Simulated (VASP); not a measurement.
A run of VASP 6.6.1 is set up as follows.

INCAR

```
SYSTEM = CoO
ALGO = Normal
EDIFF = 1E-7
ENCUT = 520
GGA = PS
ISIF = 2
ISMEAR = -1
ISPIN = 2
LASPH = .TRUE.
LCHARG = .FALSE.
LMAXMIX = 4
LORBIT = 11
LREAL = .FALSE.
LWAVE = .FALSE.
MAGMOM = 1 1 0 0
NBANDS = 27
NELM = 150
NUPDOWN = 2.0
PREC = Accurate
SIGMA = 0.05
```

File KPOINTS:

```
k-points
0
G
  8 8 5
  0 0 0
```

The input POSCAR:

```
CoO
1.0
    3.1976457435      0.0000000000      0.0000000000
   -1.5988228718      2.7692424462      0.0000000000
    0.0000000000      0.0000000000      5.2287097100
Co O
2 2
Direct
    0.3333333333      0.6666666667      0.5033624100
    0.0000000000      0.0000000000      0.0034741400
    0.3333333333      0.6666666667      0.8715556000
    0.0000000000      0.0000000000      0.3716088500
```

Potentials or basis: VASP PAW PBE potentials, release 64 (Co, O).

Command:

```console
$ cat potpaw_PBE.64/Co/POTCAR potpaw_PBE.64/O/POTCAR > POTCAR
$ mpirun -np 1 vasp_std > vasp.out
```

(1) Predict the largest force.

(2) What does it give for the pressure?

Answers

(1) 0.078 eV/Å.

(2) -20.4 GPa.

Caveat: the PAW data sets were made with another functional, which shifts forces and pressure a little; the total moment is fixed, so each spin has its own Fermi level.
